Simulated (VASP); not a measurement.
# CoSi (NiAs type) (P6_3/mmc) in VASP: further runs

CoSi (NiAs type) is run at these levels: PBE; tasks: single point.

Everything below comes from runs of VASP 6.6.1. Logs are shortened: lines on timing, memory, paths and dates and some standing lists are left out, and cuts for length are marked.

## 1. The cell of the first run

It takes space group P6_3/mmc (No. 194, hexagonal). The conventional cell has a = 3.380 Å, b = 3.380 Å, c = 5.024 Å, α = 90.00°, β = 90.00°, γ = 120.00°. Co (site symmetry -3m) has 6 Si at 2.32 Å and 2 Co at 2.51 Å within 3.1 Å. Si (site symmetry -6m2) has 6 Co at 2.32 Å within 3.1 Å.

## 2. Single point, PBE

INCAR

```
  PREC = Accurate
  ENCUT = 520
  EDIFF = 1E-7
  ISMEAR = -1
  SIGMA = 0.05
  LREAL = False
  LASPH = True
  NELM = 80
  ALGO = Normal
  ISIF = 2
  LWAVE = False
  LCHARG = False
  GGA = PE
  NBANDS = 21
```

KPOINTS

```
Automatic mesh
0
Gamma
  11 11 6
```

POSCAR

```
CoSi
1.0
    3.3799025570      0.0000000000      0.0000000000
   -1.6899512785      2.9270814767      0.0000000000
    0.0000000000      0.0000000000      5.0236242146
Co Si
2 2
Direct
    0.0000000000      0.0000000000      0.0000000000
    0.0000000000      0.0000000000      0.5000000000
    0.3333333333      0.6666666667      0.2500000000
    0.6666666667      0.3333333333      0.7500000000
```

Potentials or basis: VASP PAW PBE potentials, release 64 (Co, Si).

The run is started by

```bash
cat potpaw_PBE.64/Co/POTCAR potpaw_PBE.64/Si/POTCAR > POTCAR
mpirun -np 1 vasp_std > vasp.out
```

OUTCAR:

```text
PREC = Accurate
   ENCUT = 520
   EDIFF = 1E-7
   ISMEAR = -1
   LREAL = False
   LASPH = True
   NELM = 80
   ISIF = 2
   GGA = PE

 ion  position               nearest neighbor table
   1  0.000  0.000  0.000-   3 2.32   4 2.32   4 2.32   3 2.32   4 2.32   3 2.32   2 2.51   2 2.51

   2  0.000  0.000  0.500-   3 2.32   4 2.32   4 2.32   3 2.32   4 2.32   3 2.32   1 2.51   1 2.51

   3  0.333  0.667  0.250-   1 2.32   2 2.32   1 2.32   2 2.32   1 2.32   2 2.32
   4  0.667  0.333  0.750-   1 2.32   2 2.32   1 2.32   2 2.32   1 2.32   2 2.32

  LATTYP: Found a hexagonal cell.
 ALAT       =     3.3799025570
 C/A-ratio  =     1.4863222030

  Lattice vectors:

 A1 = (   3.3799025570,   0.0000000000,   0.0000000000)
 A2 = (  -1.6899512785,   2.9270814767,   0.0000000000)
 A3 = (   0.0000000000,   0.0000000000,   5.0236242146)

Analysis of symmetry for initial positions (statically):
=====================================================================
 Subroutine PRICEL returns:
 Original cell was already a primitive cell.

 Routine SETGRP: Setting up the symmetry group for a
 hexagonal supercell.

 Subroutine GETGRP returns: Found 24 space group operations
 (whereof 12 operations were pure point group operations)
 out of a pool of 24 trial point group operations.

The static configuration has the point symmetry D_3d.
 The point group associated with its full space group is D_6h.

Analysis of symmetry for dynamics (positions and initial velocities):
=====================================================================
 Subroutine PRICEL returns:
 Original cell was already a primitive cell.

 Routine SETGRP: Setting up the symmetry group for a
 hexagonal supercell.

 Subroutine GETGRP returns: Found 24 space group operations
 (whereof 12 operations were pure point group operations)
 out of a pool of 24 trial point group operations.

The dynamic configuration has the point symmetry D_3d.
 The point group associated with its full space group is D_6h.

 Subroutine INISYM returns: Found 24 space group operations
 (whereof 12 operations are pure point group operations),
 and found     1 'primitive' translations

----------------------------------------------------------------------------------------

                                     Primitive cell

  volume of cell :      49.7000

  direct lattice vectors                    reciprocal lattice vectors
     3.379902557  0.000000000  0.000000000     0.295866518  0.170818614  0.000000000
    -1.689951278  2.927081477  0.000000000     0.000000000  0.341637227  0.000000000
     0.000000000  0.000000000  5.023624215     0.000000000  0.000000000  0.199059475

  length of vectors
     3.379902557  3.379902557  5.023624215     0.341637227  0.341637227  0.199059475

  position of ions in fractional coordinates (direct lattice)
     0.000000000  0.000000000  0.000000000
     0.000000000  0.000000000  0.500000000
     0.333333333  0.666666667  0.250000000
     0.666666667  0.333333333  0.750000000

  ion indices of the primitive-cell ions
   primitive index   ion index
                 1           1
                 2           2
                 3           3
                 4           4

----------------------------------------------------------------------------------------

 KPOINTS: Automatic mesh

Automatic generation of k-mesh.
 Grid dimensions read from file:
 generate k-points for:   11   11    6

 Generating k-lattice:

  Cartesian coordinates                     Fractional coordinates (reciprocal lattice)
     0.026896956  0.015528965  0.000000000     0.090909091 -0.000000000  0.000000000
     0.000000000  0.031057930  0.000000000     0.000000000  0.090909091  0.000000000
     0.000000000  0.000000000  0.033176579     0.000000000  0.000000000  0.166666667

  Length of vectors
     0.031057930  0.031057930  0.033176579

  Shift w.r.t. Gamma in fractional coordinates (k-lattice)
     0.000000000  0.000000000  0.000000000

 Subroutine IBZKPT returns following result:
 ===========================================

 Found     64 irreducible k-points:

 Following reciprocal coordinates:
            Coordinates               Weight
  0.000000  0.000000  0.000000      1.000000
  0.090909  0.000000  0.000000      6.000000
  0.181818  0.000000  0.000000      6.000000
  0.272727  0.000000  0.000000      6.000000
  0.363636  0.000000  0.000000      6.000000
  0.454545  0.000000  0.000000      6.000000
[... 16 lines left out ...]
  0.090909  0.090909  0.166667     12.000000
  0.181818  0.090909  0.166667     24.000000
 [... further k-points ...]
   k-points           NKPTS =     64   k-points in BZ     NKDIM =     64   number of bands    NBANDS=     21
   number of dos      NEDOS =    301   number of ions     NIONS =      4
   total plane-waves  NPLWV =  31360
   dimension x,y,z NGX =    28 NGY =   28 NGZ =   40
   dimension x,y,z NGXF=    56 NGYF=   56 NGZF=   80
   ions per type =               2   2
   NGX,Y,Z   is equivalent  to a cutoff of  13.77, 13.77, 13.24 a.u.
   NGXF,Y,Z  is equivalent  to a cutoff of  27.54, 27.54, 26.47 a.u.
 SYSTEM =  unknown system
   PREC   = accura    normal or accurate (medium, high low for compatibility)
   ISTART =      0    job   : 0-new  1-cont  2-samecut
   ICHARG =      2    charge: 1-file 2-atom 10-const
   ISPIN  =      1    spin polarized calculation?
   LNONCOLLINEAR =      F non collinear calculations
   LSORBIT =      F    spin-orbit coupling
   LASPH  =      T    aspherical Exc in radial PAW
   ENCUT  =  520.0 eV  38.22 Ry    6.18 a.u.   6.28  6.28  9.34*2*pi/ulx,y,z
   NELM   =     80;   NELMIN=  2; NELMDL= -5     # of ELM steps
   EDIFF  = 0.1E-06   stopping-criterion for ELM
   LREAL  =      F    real-space projection
   EDIFFG = 0.1E-05   stopping-criterion for IOM
   NSW    =      0    number of steps for IOM
   IBRION =     -1    ionic relax: 0-MD 1-quasi-New 2-CG
   NFREE  =      0    steps in history (QN), initial steepest desc. (CG)
   ISIF   =      2    stress and relaxation
   ISYM   =      2    0-nonsym 1-usesym 2-fastsym
   POTIM  = 0.5000    time-step for ionic-motion
   TEBEG  =    0.0;   TEEND  =   0.0 temperature during run
   PSTRESS=    0.0 pullay stress
   NELECT =      26.0000    total number of electrons
   NUPDOWN=      -1.0000    fix difference up-down
   EMIN   =  10.00;   EMAX   =-10.00  energy-range for DOS
   EFERMI =   0.00;   METHOD = LEGACY
   ISMEAR =    -1;   SIGMA  =   0.05  broadening in eV -4-tet -1-fermi 0-gaus
   EFERMI_NEDOS =   21; number of points for ismear=-14 and -15
   IALGO  =     38    algorithm
   IMIX   =      4    mixing-type and parameters
     AMIX     =   0.40;   BMIX     =  1.00
     AMIX_MAG =   1.60;   BMIX_MAG =  1.00
  volume/ion in A,a.u.               =      12.42        83.85
  Fermi-wavevector in a.u.,A,eV,Ry     =   1.319109  2.492754 23.674785  1.740048
  Thomas-Fermi vector in A             =   2.449030
   LORBIT       =      0    0 simple, 1 ext, 2 COOP (PROOUT), +10 PAW based schemes
   GGA     = PE    functional components
   LHFCALC =     F    Hartree Fock is set to
   AEXX    =    0.0000 exact exchange contribution
   IVDW    =     0    specifies the selected vdW correction
   LEPSILON=     F    determine dielectric tensor
   LRPA    =     F    only Hartree local field effects (RPA)
 non-spin polarized calculation
  energy-cutoff  :      520.00
  volume of cell :       49.70
 maximum number of plane-waves:      1354
 NGX is ok and might be reduce to    28
   NGX = 13   NGY = 13   NGZ = 19

 number of electron      25.9999996 magnetization

 Free energy of the ion-electron system (eV)
  ---------------------------------------------------
  ext. energy  EPLUGINS =         0.00000000
  ---------------------------------------------------
  free energy    TOTEN  =       -26.41009642 eV

  energy without entropy =      -26.39031211  energy(sigma->0) =      -26.40020427

 E-fermi :   9.7376     XC(G=0): -12.0965

 val. band max:        9.7302331417   @ k =   0.3636   0.1818   0.1667
 cond. band min:       9.7385808310   @ k =   0.2727   0.1818   0.5000
 fundamental gap:      0.0083476893
 Fermi energy:         9.7376195459

 k-point     1 :       0.0000    0.0000    0.0000
  band No.  band energies     occupation
      1      -2.2277      2.00000
      2       2.7845      2.00000
      3       3.6498      2.00000
      4       6.4892      2.00000
      5       6.4892      2.00000
      6       6.7863      2.00000
[... 13 lines left out ...]
     20      18.1588      0.00000
     21      18.1588      0.00000

 k-point     2 :       0.0909    0.0000    0.0000
  band No.  band energies     occupation
      1      -2.0854      2.00000
      2       2.8190      2.00000
      3       3.7934      2.00000
      4       6.4632      2.00000
      5       6.5117      2.00000
      6       6.7731      2.00000
[... 13 lines left out ...]
     20      18.2793      0.00000
     21      18.5988      0.00000

 k-point     3 :       0.1818    0.0000    0.0000
  band No.  band energies     occupation
      1      -1.6627      2.00000
      2       2.9038      2.00000
      3       4.2155      2.00000
      4       6.3022      2.00000
      5       6.5541      2.00000
      6       6.7122      2.00000
[... 13 lines left out ...]
     20      18.8425      0.00000
     21      19.1592      0.00000
[... 457 lines left out ...]
 k-point    23 :       0.0909    0.0909    0.1667
  band No.  band energies     occupation
      1      -1.6426      2.00000
      2       1.9000      2.00000
      3       5.0379      2.00000
      4       6.5231      2.00000
      5       6.6147      2.00000
      6       6.8156      2.00000
[... 13 lines left out ...]
     20      18.1514      0.00000
     21      19.0390      0.00000

 k-point    24 :       0.1818    0.0909    0.1667
  band No.  band energies     occupation
      1      -1.0913      2.00000
      2       2.2257      2.00000
      3       5.1589      2.00000
      4       6.3238      2.00000
      5       6.5732      2.00000
      6       6.7073      2.00000
[... 13 lines left out ...]
     20      18.1555      0.00000
     21      18.8294      0.00000

 [... further k-points ...]

------------------------ aborting loop because EDIFF is reached ----------------------------------------

  FORCE on cell =-STRESS in cart. coord.  units (eV):
  Direction    XX          YY          ZZ          XY          YZ          ZX
  --------------------------------------------------------------------------------------
  -------------------------------------------------------------------------------------
  Total       -0.0718327     -0.0718327      0.0049325     -0.0000000     -0.0000000      0.0000000
  in kB       -2.3156684     -2.3156684      0.1590095     -0.0000000     -0.0000000      0.0000000
  external PRESSURE =      -1.4907758 kB  Pullay stress =       0.0000000 kB

 VOLUME and BASIS-vectors are now :
 -----------------------------------------------------------------------------
  energy-cutoff  :      520.00
  volume of cell :       49.70
      direct lattice vectors                 reciprocal lattice vectors
     3.379902557  0.000000000  0.000000000     0.295866518  0.170818614  0.000000000
    -1.689951278  2.927081477  0.000000000     0.000000000  0.341637227  0.000000000
     0.000000000  0.000000000  5.023624215     0.000000000  0.000000000  0.199059475

 POSITION                                       TOTAL-FORCE (eV/Angst)
 -----------------------------------------------------------------------------------
      0.00000      0.00000      0.00000         0.000000      0.000000     -0.000000
      0.00000      0.00000      2.51181         0.000000      0.000000     -0.000000
     -0.00000      1.95139      1.25591         0.000000      0.000000     -0.000000
      1.68995      0.97569      3.76772        -0.000000     -0.000000      0.000000
 -----------------------------------------------------------------------------------
    total drift:                               -0.000000      0.000000     -0.000000

  FREE ENERGIE OF THE ION-ELECTRON SYSTEM (eV)
  ---------------------------------------------------
  free  energy   TOTEN  =       -26.4100964236 eV

  energy  without entropy=      -26.3903121075  energy(sigma->0) =      -26.40020427
```

Run time: 34 s. Hardware: 1 thread of Intel Xeon 6975P-C (Granite Rapids), shared host; peak memory 0.21 GiB.

Results:

- Free energy: -26.4101 eV
- Pressure: -0.1 GPa
- Band gap on the k mesh: zero (band 13 reaches 12.33 eV, above the bottom of band 14 at 9.05 eV)

Spin polarisation is off, so any magnetic state and its effect on volume and gap are missing.

[end of part 1 of 2]
